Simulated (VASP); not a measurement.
# Cu (I4/mmm) in VASP: notebook

Cu is run at these levels: PBE; tasks: single point.

Everything below comes from runs of VASP 6.6.1. Logs are shortened: lines on timing, memory, paths and dates and some standing lists are left out, and cuts for length are marked.

## (1) The cell of the first run

Symmetry: I4/mmm, No. 139, tetragonal system. The conventional cell has a = 2.880 Å, b = 2.880 Å, c = 3.048 Å, α = 90.00°, β = 90.00°, γ = 90.00°. Within 3.4 Å of Cu (site symmetry 4/mmm) lie 14 Cu at 2.54 to 3.05 Å.

## (2) Single point, PBE (12.64 Å³/atom)

INCAR

```
SYSTEM = Cu
PREC = Accurate
ENCUT = 520
EDIFF = 1E-6
ISMEAR = 0
SIGMA = 0.15
LREAL = .FALSE.
LASPH = .TRUE.
NELM = 60
ALGO = Fast
ISIF = 2
LWAVE = .FALSE.
LCHARG = .FALSE.
GGA = PE
NBANDS = 12
```

KPOINTS

```
Automatic mesh
0
G
  24 24 24
  0 0 0
```

POSCAR

```
Cu
1.0
   -1.4399138903      1.4399138903      1.5238608701
    1.4399138903     -1.4399138903      1.5238608701
    1.4399138903      1.4399138903     -1.5238608701
Cu
1
Direct
    0.0000000000      0.0000000000      0.0000000000
```

Potentials or basis: VASP PAW PBE potentials, release 64 (Cu).

Launch:

```
$ cat potpaw_PBE.64/Cu/POTCAR > POTCAR
$ mpirun -np 1 vasp_std > vasp.out
```

OUTCAR:

```text
SYSTEM = Cu
   PREC = Accurate
   ENCUT = 520
   EDIFF = 1E-6
   ISMEAR = 0
   LREAL = .FALSE.
   LASPH = .TRUE.
   NELM = 60
   ISIF = 2
   GGA = PE

 ion  position               nearest neighbor table
   1  0.000  0.000  0.000-

  LATTYP: Found a body centered tetragonal cell.
 ALAT       =     2.8798277806
 C/A-ratio  =     1.0583000000

  Lattice vectors:

 A1 = (  -1.4399138903,   1.4399138903,   1.5238608701)
 A2 = (   1.4399138903,  -1.4399138903,   1.5238608701)
 A3 = (   1.4399138903,   1.4399138903,  -1.5238608701)

Analysis of symmetry for initial positions (statically):
=====================================================================
 Subroutine PRICEL returns:
 Original cell was already a primitive cell.

 Routine SETGRP: Setting up the symmetry group for a
 body centered tetragonal supercell.

 Subroutine GETGRP returns: Found 16 space group operations
 (whereof 16 operations were pure point group operations)
 out of a pool of 16 trial point group operations.

The static configuration has the point symmetry D_4h.

Analysis of symmetry for dynamics (positions and initial velocities):
=====================================================================
 Subroutine PRICEL returns:
 Original cell was already a primitive cell.

 Routine SETGRP: Setting up the symmetry group for a
 body centered tetragonal supercell.

 Subroutine GETGRP returns: Found 16 space group operations
 (whereof 16 operations were pure point group operations)
 out of a pool of 16 trial point group operations.

The dynamic configuration has the point symmetry D_4h.

 Subroutine INISYM returns: Found 16 space group operations
 (whereof 16 operations are pure point group operations),
 and found     1 'primitive' translations

----------------------------------------------------------------------------------------

                                     Primitive cell

  volume of cell :      12.6380

  direct lattice vectors                    reciprocal lattice vectors
    -1.439913890  1.439913890  1.523860870     0.000000000  0.347242987  0.328113944
     1.439913890 -1.439913890  1.523860870     0.347242987  0.000000000  0.328113944
     1.439913890  1.439913890 -1.523860870     0.347242987  0.347242987  0.000000000

  length of vectors
     2.543394577  2.543394577  2.543394577     0.477740988  0.477740988  0.491075741

  position of ions in fractional coordinates (direct lattice)
     0.000000000  0.000000000  0.000000000

  ion indices of the primitive-cell ions
   primitive index   ion index
                 1           1

----------------------------------------------------------------------------------------

 KPOINTS: Automatic mesh

Automatic generation of k-mesh.
 Grid dimensions read from file:
 generate k-points for:   24   24   24

 Generating k-lattice:

  Cartesian coordinates                     Fractional coordinates (reciprocal lattice)
     0.000000000  0.014468458  0.013671414     0.041666667  0.000000000 -0.000000000
     0.014468458  0.000000000  0.013671414     0.000000000  0.041666667 -0.000000000
     0.014468458  0.014468458  0.000000000     0.000000000  0.000000000  0.041666667

  Length of vectors
     0.019905875  0.019905875  0.020461489

  Shift w.r.t. Gamma in fractional coordinates (k-lattice)
     0.000000000  0.000000000  0.000000000

 Subroutine IBZKPT returns following result:
 ===========================================

 Found   1063 irreducible k-points:

 Following reciprocal coordinates:
            Coordinates               Weight
  0.000000  0.000000  0.000000      1.000000
  0.041667 -0.000000  0.000000      8.000000
  0.083333 -0.000000  0.000000      8.000000
  0.125000  0.000000 -0.000000      8.000000
  0.166667  0.000000  0.000000      8.000000
  0.208333  0.000000  0.000000      8.000000
[... 16 lines left out ...]
  0.416667  0.041667 -0.000000     16.000000
  0.458333  0.041667 -0.000000     16.000000
 [... further k-points ...]
   k-points           NKPTS =   1063   k-points in BZ     NKDIM =   1063   number of bands    NBANDS=     12
   number of dos      NEDOS =    301   number of ions     NIONS =      1
   total plane-waves  NPLWV =   8000
   dimension x,y,z NGX =    20 NGY =   20 NGZ =   20
   dimension x,y,z NGXF=    40 NGYF=   40 NGZF=   40
   ions per type =               1
   NGX,Y,Z   is equivalent  to a cutoff of  13.07, 13.07, 13.07 a.u.
   NGXF,Y,Z  is equivalent  to a cutoff of  26.15, 26.15, 26.15 a.u.
 SYSTEM =  Cu
   PREC   = accura    normal or accurate (medium, high low for compatibility)
   ISTART =      0    job   : 0-new  1-cont  2-samecut
   ICHARG =      2    charge: 1-file 2-atom 10-const
   ISPIN  =      1    spin polarized calculation?
   LNONCOLLINEAR =      F non collinear calculations
   LSORBIT =      F    spin-orbit coupling
   LASPH  =      T    aspherical Exc in radial PAW
   ENCUT  =  520.0 eV  38.22 Ry    6.18 a.u.   4.73  4.73  4.73*2*pi/ulx,y,z
   NELM   =     60;   NELMIN=  2; NELMDL= -5     # of ELM steps
   EDIFF  = 0.1E-05   stopping-criterion for ELM
   LREAL  =      F    real-space projection
   EDIFFG = 0.1E-04   stopping-criterion for IOM
   NSW    =      0    number of steps for IOM
   IBRION =     -1    ionic relax: 0-MD 1-quasi-New 2-CG
   NFREE  =      0    steps in history (QN), initial steepest desc. (CG)
   ISIF   =      2    stress and relaxation
   ISYM   =      2    0-nonsym 1-usesym 2-fastsym
   POTIM  = 0.5000    time-step for ionic-motion
   TEBEG  =    0.0;   TEEND  =   0.0 temperature during run
   PSTRESS=    0.0 pullay stress
   NELECT =      11.0000    total number of electrons
   NUPDOWN=      -1.0000    fix difference up-down
   EMIN   =  10.00;   EMAX   =-10.00  energy-range for DOS
   EFERMI =   0.00;   METHOD = LEGACY
   ISMEAR =     0;   SIGMA  =   0.15  broadening in eV -4-tet -1-fermi 0-gaus
   EFERMI_NEDOS =   21; number of points for ismear=-14 and -15
   IALGO  =     68    algorithm
   IMIX   =      4    mixing-type and parameters
     AMIX     =   0.40;   BMIX     =  1.00
     AMIX_MAG =   1.60;   BMIX_MAG =  1.00
  volume/ion in A,a.u.               =      12.64        85.29
  Fermi-wavevector in a.u.,A,eV,Ry     =   1.563074  2.953782 33.241769  2.443201
  Thomas-Fermi vector in A             =   2.665899
   LORBIT       =      0    0 simple, 1 ext, 2 COOP (PROOUT), +10 PAW based schemes
   GGA     = PE    functional components
   LHFCALC =     F    Hartree Fock is set to
   AEXX    =    0.0000 exact exchange contribution
   IVDW    =     0    specifies the selected vdW correction
   LEPSILON=     F    determine dielectric tensor
   LRPA    =     F    only Hartree local field effects (RPA)
 non-spin polarized calculation
 RMM-DIIS sequential band-by-band and
 Gauss-broadening in eV      SIGMA  =   0.15
  energy-cutoff  :      520.00
  volume of cell :       12.64
 maximum number of plane-waves:       362
   NGX =  9   NGY =  9   NGZ =  9

 number of electron      11.0000000 magnetization

 Free energy of the ion-electron system (eV)
  ---------------------------------------------------
  ext. energy  EPLUGINS =         0.00000000
  ---------------------------------------------------
  free energy    TOTEN  =        -3.68407113 eV

  energy without entropy =       -3.67945887  energy(sigma->0) =       -3.68176500

 E-fermi :   6.7787     XC(G=0): -12.3386

 val. band max:        6.7742915218   @ k =   0.5000   0.1667   0.0833
 cond. band min:       6.7845516947   @ k =   0.5000   0.3333   0.0833
 fundamental gap:      0.0102601729
 Fermi energy:         6.7787072619

 k-point     1 :       0.0000    0.0000    0.0000
  band No.  band energies     occupation
      1      -2.0667      2.00000
      2       3.8247      2.00000
      3       3.8247      2.00000
      4       4.0088      2.00000
      5       4.6842      2.00000
      6       4.8734      2.00000
      7      30.4571      0.00000
      8      31.3380      0.00000
      9      31.3380      0.00000
     10      32.8885      0.00000
     11      34.2272      0.00000
     12      34.4054      0.00000

 k-point     2 :       0.0417   -0.0000    0.0000
  band No.  band energies     occupation
      1      -2.0039      2.00000
      2       3.8251      2.00000
      3       3.8312      2.00000
      4       4.0146      2.00000
      5       4.6773      2.00000
      6       4.8691      2.00000
      7      29.8389      0.00000
      8      30.8677      0.00000
      9      31.1024      0.00000
     10      32.3682      0.00000
     11      33.5116      0.00000
     12      33.5175      0.00000

 k-point     3 :       0.0833   -0.0000    0.0000
  band No.  band energies     occupation
      1      -1.8166      2.00000
      2       3.8249      2.00000
      3       3.8341      2.00000
      4       4.0481      2.00000
      5       4.6574      2.00000
      6       4.8586      2.00000
      7      27.9710      0.00000
      8      30.2630      0.00000
      9      30.5392      0.00000
     10      32.0351      0.00000
     11      32.3221      0.00000
     12      32.7777      0.00000

 k-point     4 :       0.1250    0.0000   -0.0000
  band No.  band energies     occupation
      1      -1.5083      2.00000
      2       3.8088      2.00000
      3       3.8206      2.00000
      4       4.1332      2.00000
      5       4.6293      2.00000
      6       4.8470      2.00000
      7      25.8043      0.00000
      8      29.4078      0.00000
      9      29.8163      0.00000
     10      31.2020      0.00000
     11      31.8581      0.00000
     12      32.4974      0.00000

 k-point     5 :       0.1667    0.0000    0.0000
  band No.  band energies     occupation
      1      -1.0858      2.00000
      2       3.7571      2.00000
      3       3.8092      2.00000
      4       4.2663      2.00000
      5       4.6020      2.00000
      6       4.8384      2.00000
      7      23.6168      0.00000
      8      28.4615      0.00000
      9      28.9718      0.00000
     10      30.2780      0.00000
     11      31.4725      0.00000
     12      32.8215      0.00000
[... 228 lines left out ...]
      1       1.5450      2.00000
      2       3.4432      2.00000
      3       4.1457      2.00000
      4       4.6339      2.00000
      5       4.8688      2.00000
      6       5.1819      2.00000
      7      14.7503      0.00000
      8      24.0872      0.00000
      9      25.1660      0.00000
     10      28.7454      0.00000
     11      31.0813      0.00000
     12      36.9227      0.00000

 k-point    22 :       0.3750    0.0417    0.0000
  band No.  band energies     occupation
      1       1.8913      2.00000
      2       3.3906      2.00000
      3       4.5382      2.00000
      4       4.6602      2.00000
      5       4.9532      2.00000
      6       5.4281      2.00000
      7      13.0985      0.00000
      8      23.7033      0.00000
      9      24.6580      0.00000
     10      28.5286      0.00000
     11      30.9478      0.00000
     12      38.0350      0.00000

 k-point    23 :       0.4167    0.0417   -0.0000
  band No.  band energies     occupation
      1       2.0626      2.00000
      2       3.3532      2.00000
      3       4.6380      2.00000
      4       4.7901      2.00000
      5       5.1639      2.00000
      6       5.8584      2.00000
      7      11.6915      0.00000
      8      23.4517      0.00000
      9      24.3071      0.00000
     10      28.3800      0.00000
     11      30.8598      0.00000
     12      38.0054      0.00000

 k-point    24 :       0.4583    0.0417   -0.0000
  band No.  band energies     occupation
      1       2.1272      2.00000
      2       3.3335      2.00000
      3       4.6349      2.00000
      4       4.8459      2.00000
      5       5.2873      2.00000
      6       6.3683      1.99989
      7      10.7581      0.00000
      8      23.3468      0.00000
      9      24.1165      0.00000
     10      28.3004      0.00000
     11      30.8037      0.00000
     12      37.7244      0.00000

 [... further k-points ...]
[... 5 lines left out ...]
  --------------------------------------------------------------------------------------
  -------------------------------------------------------------------------------------
  Total       -0.4733820     -0.4733820     -0.3988283      0.0000000      0.0000000      0.0000000
  in kB      -60.0128152    -60.0128152    -50.5613009      0.0000000      0.0000000      0.0000000
  external PRESSURE =     -56.8623105 kB  Pullay stress =       0.0000000 kB

 VOLUME and BASIS-vectors are now :
 -----------------------------------------------------------------------------
  energy-cutoff  :      520.00
  volume of cell :       12.64
      direct lattice vectors                 reciprocal lattice vectors
    -1.439913890  1.439913890  1.523860870     0.000000000  0.347242987  0.328113944
     1.439913890 -1.439913890  1.523860870     0.347242987  0.000000000  0.328113944
     1.439913890  1.439913890 -1.523860870     0.347242987  0.347242987  0.000000000

 POSITION                                       TOTAL-FORCE (eV/Angst)
 -----------------------------------------------------------------------------------
      0.00000      0.00000      0.00000         0.000000      0.000000      0.000000
 -----------------------------------------------------------------------------------
    total drift:                                0.000000     -0.000000      0.000000

  FREE ENERGIE OF THE ION-ELECTRON SYSTEM (eV)
  ---------------------------------------------------
  free  energy   TOTEN  =        -3.6840711339 eV

  energy  without entropy=       -3.6794588652  energy(sigma->0) =       -3.68176500
```

Wall time 2 min (1 thread of Intel Xeon Platinum 8488C (Sapphire Rapids), shared host); peak memory 0.26 GiB.

Results:

```
Free energy            : -3.6841 eV
Pressure               : -5.7 GPa
Band gap on the k mesh : zero (an odd number of electrons rules out a gap without spin polarisation)
```

Caveat: the cell stands under tension.

(Continued in part 2 of 2.)
